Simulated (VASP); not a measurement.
# C (Fmmm) in VASP: notebook

The runs below take C through single point, with PBE+D3(BJ).

Everything below comes from runs of VASP 6.6.1. Logs are shortened: lines on timing, memory, paths and dates and some standing lists are left out, and cuts for length are marked.

**1. The cell of the first run**

Symmetry: Fmmm, No. 69, orthorhombic system. Conventional cell: a = 2.389 Å, b = 4.137 Å, c = 6.512 Å, α = 90.00°, β = 90.00°, γ = 90.00°. C (site symmetry m2m) has 3 C at 1.38 Å within 1.8 Å.

**2. Single point, PBE+D3(BJ)**

The input, INCAR:

```
SYSTEM = C
ALGO = Normal ; EDIFF = 1E-6
ENCUT = 520 ; GGA = PE
ISIF = 2 ; ISMEAR = -1
IVDW = 12 ; LASPH = .TRUE.
LCHARG = .FALSE. ; LREAL = .FALSE.
LWAVE = .FALSE. ; NBANDS = 11
NELM = 80 ; PREC = Accurate
SIGMA = 0.1
```

The input, KPOINTS:

```
k-points
0
G
  14 14 14
  0 0 0
```

The input, POSCAR:

```
C
1.0
    0.0000000000      2.0686964334      3.2562273902
    1.1943390786      0.0000000000      3.2562273902
    1.1943390786      2.0686964334      0.0000000000
C
2
Direct
    0.1666666667      0.8333333333      0.1666666667
    0.8333333333      0.1666666667      0.8333333333
```

Potentials or basis: VASP PAW PBE potentials, release 64 (C).

Launch:

```
> cat potpaw_PBE.64/C/POTCAR > POTCAR
> mpirun -np 1 vasp_std > vasp.out
```

OUTCAR:

```text
SYSTEM = C
   EDIFF = 1E-6
   ENCUT = 520
   GGA = PE
   ISIF = 2
   ISMEAR = -1
   IVDW = 12
   LASPH = .TRUE.
   LREAL = .FALSE.
   NELM = 80
   PREC = Accurate
 IVDW          = 12

 ion  position               nearest neighbor table
   1  0.167  0.833  0.167-   2 1.38   2 1.38   2 1.38
   2  0.833  0.167  0.833-   1 1.38   1 1.38   1 1.38

  LATTYP: Found a face centered orthorhombic cell.
 ALAT       =     2.3886781572
 B/A-ratio  =     1.7320846906
 C/A-ratio  =     2.7263843648

  Lattice vectors:

 A1 = (   0.0000000000,   2.0686964334,   3.2562273902)
 A2 = (   1.1943390786,   0.0000000000,   3.2562273902)
 A3 = (   1.1943390786,   2.0686964334,   0.0000000000)

Analysis of symmetry for initial positions (statically):
=====================================================================
 Subroutine PRICEL returns:
 Original cell was already a primitive cell.

 Routine SETGRP: Setting up the symmetry group for a
 face centered orthorhombic supercell.

 Subroutine GETGRP returns: Found  8 space group operations
 (whereof  8 operations were pure point group operations)
 out of a pool of  8 trial point group operations.

The static configuration has the point symmetry D_2h.

Analysis of symmetry for dynamics (positions and initial velocities):
=====================================================================
 Subroutine PRICEL returns:
 Original cell was already a primitive cell.

 Routine SETGRP: Setting up the symmetry group for a
 face centered orthorhombic supercell.

 Subroutine GETGRP returns: Found  8 space group operations
 (whereof  8 operations were pure point group operations)
 out of a pool of  8 trial point group operations.

The dynamic configuration has the point symmetry D_2h.

 Subroutine INISYM returns: Found  8 space group operations
 (whereof  8 operations are pure point group operations),
 and found     1 'primitive' translations

----------------------------------------------------------------------------------------

                                     Primitive cell

  volume of cell :      16.0905

  direct lattice vectors                    reciprocal lattice vectors
     0.000000000  2.068696433  3.256227390    -0.418641581  0.241698101  0.153551930
     1.194339079  0.000000000  3.256227390     0.418641581 -0.241698101  0.153551930
     1.194339079  2.068696433  0.000000000     0.418641581  0.241698101 -0.153551930

  length of vectors
     3.857787157  3.468351576  2.388713203     0.507205028  0.507205028  0.507205028

  position of ions in fractional coordinates (direct lattice)
     0.166666667  0.833333333  0.166666667
     0.833333333  0.166666667  0.833333333

  ion indices of the primitive-cell ions
   primitive index   ion index
                 1           1
                 2           2

----------------------------------------------------------------------------------------

 KPOINTS: k-points

Automatic generation of k-mesh.
 Grid dimensions read from file:
 generate k-points for:   14   14   14

 Generating k-lattice:

  Cartesian coordinates                     Fractional coordinates (reciprocal lattice)
    -0.029902970  0.017264150  0.010967995     0.071428571  0.000000000  0.000000000
     0.029902970 -0.017264150  0.010967995     0.000000000  0.071428571  0.000000000
     0.029902970  0.017264150 -0.010967995     0.000000000  0.000000000  0.071428571

  Length of vectors
     0.036228931  0.036228931  0.036228931

  Shift w.r.t. Gamma in fractional coordinates (k-lattice)
     0.000000000  0.000000000  0.000000000

 Subroutine IBZKPT returns following result:
 ===========================================

 Found    428 irreducible k-points:

 Following reciprocal coordinates:
            Coordinates               Weight
  0.000000  0.000000  0.000000      1.000000
  0.071429  0.000000  0.000000      8.000000
  0.142857  0.000000  0.000000      8.000000
  0.214286 -0.000000  0.000000      8.000000
  0.285714  0.000000  0.000000      8.000000
  0.357143  0.000000  0.000000      8.000000
[... 16 lines left out ...]
  0.214286  0.142857  0.000000      8.000000
  0.285714  0.142857  0.000000      8.000000
 [... further k-points ...]
   k-points           NKPTS =    428   k-points in BZ     NKDIM =    428   number of bands    NBANDS=     11
   number of dos      NEDOS =    301   number of ions     NIONS =      2
   total plane-waves  NPLWV =  15120
   dimension x,y,z NGX =    30 NGY =   28 NGZ =   18
   dimension x,y,z NGXF=    60 NGYF=   56 NGZF=   36
   ions per type =               2
   NGX,Y,Z   is equivalent  to a cutoff of  12.93, 13.42, 12.53 a.u.
   NGXF,Y,Z  is equivalent  to a cutoff of  25.86, 26.84, 25.05 a.u.
 SYSTEM =  C
   PREC   = accura    normal or accurate (medium, high low for compatibility)
   ISTART =      0    job   : 0-new  1-cont  2-samecut
   ICHARG =      2    charge: 1-file 2-atom 10-const
   ISPIN  =      1    spin polarized calculation?
   LNONCOLLINEAR =      F non collinear calculations
   LSORBIT =      F    spin-orbit coupling
   LASPH  =      T    aspherical Exc in radial PAW
   ENCUT  =  520.0 eV  38.22 Ry    6.18 a.u.   7.17  6.45  4.44*2*pi/ulx,y,z
   NELM   =     80;   NELMIN=  2; NELMDL= -5     # of ELM steps
   EDIFF  = 0.1E-05   stopping-criterion for ELM
   LREAL  =      F    real-space projection
   EDIFFG = 0.1E-04   stopping-criterion for IOM
   NSW    =      0    number of steps for IOM
   IBRION =     -1    ionic relax: 0-MD 1-quasi-New 2-CG
   NFREE  =      0    steps in history (QN), initial steepest desc. (CG)
   ISIF   =      2    stress and relaxation
   ISYM   =      2    0-nonsym 1-usesym 2-fastsym
   POTIM  = 0.5000    time-step for ionic-motion
   TEBEG  =    0.0;   TEEND  =   0.0 temperature during run
   PSTRESS=    0.0 pullay stress
   NELECT =       8.0000    total number of electrons
   NUPDOWN=      -1.0000    fix difference up-down
   EMIN   =  10.00;   EMAX   =-10.00  energy-range for DOS
   EFERMI =   0.00;   METHOD = LEGACY
   ISMEAR =    -1;   SIGMA  =   0.10  broadening in eV -4-tet -1-fermi 0-gaus
   EFERMI_NEDOS =   21; number of points for ismear=-14 and -15
   IALGO  =     38    algorithm
   IMIX   =      4    mixing-type and parameters
     AMIX     =   0.40;   BMIX     =  1.00
     AMIX_MAG =   1.60;   BMIX_MAG =  1.00
  volume/ion in A,a.u.               =       8.05        54.29
  Fermi-wavevector in a.u.,A,eV,Ry     =   1.296926  2.450834 22.885223  1.682016
  Thomas-Fermi vector in A             =   2.428351
   LORBIT       =      0    0 simple, 1 ext, 2 COOP (PROOUT), +10 PAW based schemes
   GGA     = PE    functional components
   LHFCALC =     F    Hartree Fock is set to
   AEXX    =    0.0000 exact exchange contribution
   IVDW    =    12    specifies the selected vdW correction
   LEPSILON=     F    determine dielectric tensor
   LRPA    =     F    only Hartree local field effects (RPA)
 non-spin polarized calculation
  energy-cutoff  :      520.00
  volume of cell :       16.09
 maximum number of plane-waves:       450
 NGX is ok and might be reduce to    30
   NGX = 15   NGY = 13   NGZ =  9

 number of electron       7.9999999 magnetization

 Free energy of the ion-electron system (eV)
  ---------------------------------------------------
  ext. energy  EPLUGINS =         0.00000000
  ---------------------------------------------------
  free energy    TOTEN  =       -18.25575901 eV

  energy without entropy =      -18.25490815  energy(sigma->0) =      -18.25533358

 E-fermi :   5.7459     XC(G=0): -10.7231

 val. band max:        5.7049086565   @ k =   0.5000  -0.1429   0.3571
 cond. band min:       6.0353945618   @ k =  -0.1429   0.2143   0.2857
 fundamental gap:      0.3304859053
 Fermi energy:         5.7459185281

 k-point     1 :       0.0000    0.0000    0.0000
  band No.  band energies     occupation
      1     -14.9128      2.00000
      2      -1.5286      2.00000
      3       2.5764      2.00000
      4       2.6069      2.00000
      5       9.6990      0.00000
      6      14.5055      0.00000
      7      14.5863      0.00000
      8      18.1120      0.00000
      9      20.3915      0.00000
     10      29.4425      0.00000
     11      32.6670      0.00000

 k-point     2 :       0.0714    0.0000    0.0000
  band No.  band energies     occupation
      1     -14.7797      2.00000
      2      -1.4140      2.00000
      3       2.0995      2.00000
      4       2.3045      2.00000
      5       9.9217      0.00000
      6      14.6395      0.00000
      7      15.0958      0.00000
      8      17.5986      0.00000
      9      20.5973      0.00000
     10      29.8788      0.00000
     11      31.1800      0.00000

 k-point     3 :       0.1429    0.0000    0.0000
  band No.  band energies     occupation
      1     -14.3821      2.00000
      2      -1.0684      2.00000
      3       0.7856      2.00000
      4       1.6124      2.00000
      5      10.5842      0.00000
      6      14.7174      0.00000
      7      16.2042      0.00000
      8      16.6372      0.00000
      9      21.2595      0.00000
     10      28.5866      0.00000
     11      31.0284      0.00000
[... 267 lines left out ...]
 k-point    23 :       0.2143    0.1429    0.0000
  band No.  band energies     occupation
      1     -14.6879      2.00000
      2      -2.1026      2.00000
      3       2.0894      2.00000
      4       2.3039      2.00000
      5      11.4293      0.00000
      6      14.6236      0.00000
      7      15.0918      0.00000
      8      17.6661      0.00000
      9      20.5346      0.00000
     10      29.6934      0.00000
     11      30.6041      0.00000

 k-point    24 :       0.2857    0.1429    0.0000
  band No.  band energies     occupation
      1     -14.2683      2.00000
      2      -1.8873      2.00000
      3       0.7630      2.00000
      4       1.6122      2.00000
      5      12.4558      0.00000
      6      14.7135      0.00000
      7      16.3376      0.00000
      8      16.6550      0.00000
      9      21.1316      0.00000
     10      28.6982      0.00000
     11      30.7277      0.00000

 [... further k-points ...]

------------------------ aborting loop because EDIFF is reached ----------------------------------------

 Edisp (eV)   -0.31616

 E8    (eV) :    -0.0899

  FORCE on cell =-STRESS in cart. coord.  units (eV):
  Direction    XX          YY          ZZ          XY          YZ          ZX
  --------------------------------------------------------------------------------------
  -------------------------------------------------------------------------------------
  Total       5.03083     5.00702     0.17258     0.00000     0.00000     0.00000
  in kB     500.93469   498.56355    17.18387     0.00000     0.00000     0.00000
  external pressure =      338.89 kB  Pullay stress =        0.00 kB

 VOLUME and BASIS-vectors are now :
 -----------------------------------------------------------------------------
  energy-cutoff  :      520.00
  volume of cell :       16.09
      direct lattice vectors                 reciprocal lattice vectors
     0.000000000  2.068696433  3.256227390    -0.418641581  0.241698101  0.153551930
     1.194339079  0.000000000  3.256227390     0.418641581 -0.241698101  0.153551930
     1.194339079  2.068696433  0.000000000     0.418641581  0.241698101 -0.153551930

 POSITION                                       TOTAL-FORCE (eV/Angst)
 -----------------------------------------------------------------------------------
      1.19434      0.68957      3.25623         0.000000      0.024385      0.000000
      1.19434      3.44783      3.25623         0.000000     -0.024385      0.000000
 -----------------------------------------------------------------------------------
    total drift:                               -0.000000     -0.000000     -0.000000

  FREE ENERGIE OF THE ION-ELECTRON SYSTEM (eV)
  ---------------------------------------------------
  free  energy   TOTEN  =       -18.5719195623 eV

  energy  without entropy=      -18.5710687045  energy(sigma->0) =      -18.57149413
```

It took 2.1 min on 1 thread of Intel Xeon 8259CL, shared host; peak memory 0.2 GiB.

What came out:

- Free energy: -18.5719 eV
- Pressure: 33.9 GPa
- Largest force: 0.024 eV/Å
- Dispersion energy per atom: -0.158 eV

Forces on the atoms (eV/Å):
```
C    0.000  0.024  0.000
C    0.000 -0.024  0.000
```

Stress tensor (GPa, compression positive):
```
50.09  0.00  0.00
 0.00 49.86  0.00
 0.00  0.00  1.72
```

Caveat: three body term missing; the stress differs along the axes, from 2 to 50 GPa.

**3. Single point, PBE+D3(BJ)**

This run uses another cell than the first one, of 8.28 Å³/atom.

The input, INCAR:

```
  PREC = Accurate
  ENCUT = 520
  EDIFF = 1E-7
  ISMEAR = -1
  SIGMA = 0.1
  LREAL = F
  LASPH = T
  NELM = 60
  ALGO = Normal
  ISIF = 2
  LWAVE = F
  LCHARG = T
  GGA = PE
  IVDW = 12
  LELF = T
  LVHAR = T
  NBANDS = 11
```

The input, KPOINTS:

```
Automatic mesh
0
Gamma
  14 14 14
```

The input, POSCAR:

```
C
1.0
    0.0000000000      2.0884937744      3.2873893543
    1.2057688552      0.0000000000      3.2873893543
    1.2057688552      2.0884937744      0.0000000000
C
2
Direct
    0.1666666667      0.8333333333      0.1666666667
    0.8333333333      0.1666666667      0.8333333333
```

Potentials or basis: VASP PAW PBE potentials, release 64 (C).

Launch:

```
> cat potpaw_PBE.64/C/POTCAR > POTCAR
> mpirun -np 1 vasp_std > vasp.out
```

It took 2.1 min on 1 thread of Intel Xeon 8259CL, shared host; peak memory 0.2 GiB.

The run converged. Its results:

| Property | Result |
| --- | --- |
| Free energy | -18.6543 eV |
| Pressure | 22.7 GPa |
| Largest force | 0.024 eV/Å |
| Dispersion energy per atom | -0.159 eV |

Forces on the atoms (eV/Å):
```
C    0.000  0.024  0.000
C    0.000 -0.024  0.000
```

Stress tensor (GPa, compression positive):
```
33.48  0.00  0.00
 0.00 33.27  0.00
 0.00  0.00  1.25
```

Caveat: three body term missing; the stress differs along the axes, from 1 to 33 GPa.

**4. Single point, PBE+D3(BJ)**

This run uses another cell than the first one, of 8.51 Å³/atom.

The input, INCAR:

```
SYSTEM = C
PREC     = Accurate       ! precision mode
ENCUT    = 520            ! plane-wave cutoff, eV
EDIFF    = 1E-6           ! SCF threshold, eV
ISMEAR   = -1             ! smearing method
SIGMA    = 0.1            ! smearing width, eV
LREAL    = .False.        ! projectors in reciprocal space
LASPH    = .True.         ! aspherical terms in the spheres
NELM     = 60             ! most SCF steps
ALGO     = Normal         ! electronic algorithm
ISIF     = 2              ! what is computed and relaxed
LWAVE    = .False.        ! write WAVECAR
LCHARG   = .False.        ! write CHGCAR
GGA      = PE             ! functional
IVDW     = 12             ! dispersion correction
NBANDS   = 11             ! bands
```

The input, KPOINTS:

```
Automatic mesh
0
Gamma
  14 14 14
  0 0 0
```

The input, POSCAR:

```
C
1.0
    0.0000000000      2.1079227392      3.3179714766
    1.2169859538      0.0000000000      3.3179714766
    1.2169859538      2.1079227392      0.0000000000
C
2
Direct
    0.1666666667      0.8333333333      0.1666666667
    0.8333333333      0.1666666667      0.8333333333
```

Launch:

```
> cat potpaw_PBE.64/C/POTCAR > POTCAR
> mpirun -np 1 vasp_std > vasp.out
```

Run time: 1.7 min. Hardware: 1 thread of Intel Xeon 8259CL, shared host; peak memory 0.2 GiB.

It converged, with:

- Free energy: -18.7058 eV
- Pressure: 12.6 GPa
- Largest force: 0.023 eV/Å
- Dispersion energy per atom: -0.158 eV

Forces on the atoms (eV/Å):
```
C    0.000  0.023  0.000
C    0.000 -0.023  0.000
```

Stress tensor (GPa, compression positive):
```
18.65  0.00  0.00
 0.00 18.45  0.00
 0.00  0.00  0.80
```

Caveat: three body term missing; the stress differs along the axes, from 1 to 19 GPa.

**5. Single point, PBE+D3(BJ)**

This run uses another cell than the first one, of 8.74 Å³/atom.

The input, INCAR:

```
ALGO = Normal ; EDIFF = 1E-7
ENCUT = 520 ; GGA = PE
ISIF = 2 ; ISMEAR = -1
IVDW = 12 ; LASPH = True
LCHARG = True ; LELF = True
LREAL = False ; LVHAR = True
LWAVE = False ; NBANDS = 11
NELM = 100 ; PREC = Accurate
SIGMA = 0.1
```

The input, KPOINTS:

```
k-points
0
Gamma
  14 14 14
```

The input, POSCAR:

```
C
1.0
    0.0000000000      2.1270000000      3.3480000000
    1.2280000000      0.0000000000      3.3480000000
    1.2280000000      2.1270000000      0.0000000000
C
2
Direct
    0.1666666667      0.8333333333      0.1666666667
    0.8333333333      0.1666666667      0.8333333333
```

Launch:

```
> cat potpaw_PBE.64/C/POTCAR > POTCAR
> mpirun -np 1 vasp_std > vasp.out
```

Wall time 2.1 min (1 thread of Intel Xeon 8259CL, shared host); peak memory 0.2 GiB.

Results (log left out):

| Quantity | Value |
| --- | --- |
| Free energy | -18.7299 eV |
| Pressure | 3.8 GPa |
| Largest force | 0.022 eV/Å |
| Dispersion energy per atom | -0.157 eV |

Forces in eV/Å, atoms in the order of the input:
```
C    0.000  0.022  0.000
C    0.000 -0.022  0.000
```

Stress tensor (GPa, compression positive):
```
5.61 0.00 0.00
0.00 5.43 0.00
0.00 0.00 0.49
```

Caveat: three body term missing; the stress differs along the axes, from 0 to 6 GPa.

**6. The runs side by side**

```csv
cell,pressure (GPa),largest force (eV/Å)
"a = 3.858, b = 3.468, c = 2.389 Å, angles 80.1, 62.3, 37.6°, 2 atoms",33.9,0.02
"a = 3.895, b = 3.502, c = 2.412 Å, angles 80.1, 62.3, 37.6°, 2 atoms",22.7,0.02
"a = 3.931, b = 3.534, c = 2.434 Å, angles 80.1, 62.3, 37.6°, 2 atoms",12.6,0.02
"a = 3.967, b = 3.566, c = 2.456 Å, angles 80.1, 62.3, 37.6°, 2 atoms",3.8,0.02
```

Alike in all rows: task single point; level PBE+D3(BJ); potentials or basis VASP PAW PBE potentials, release 64 (C); no spin polarisation; k mesh 14 × 14 × 14; cutoff (eV) 520; smearing fermi-dirac 0.1 eV.

Caveats: three body term missing; the stress differs along the axes, from 2 to 50 GPa (at least some runs); the stress differs along the axes, from 1 to 33 GPa (at least some runs); the stress differs along the axes, from 1 to 19 GPa (at least some runs); the stress differs along the axes, from 0 to 6 GPa (at least some runs).

Absolute energies hang on the potentials; compare differences alone.
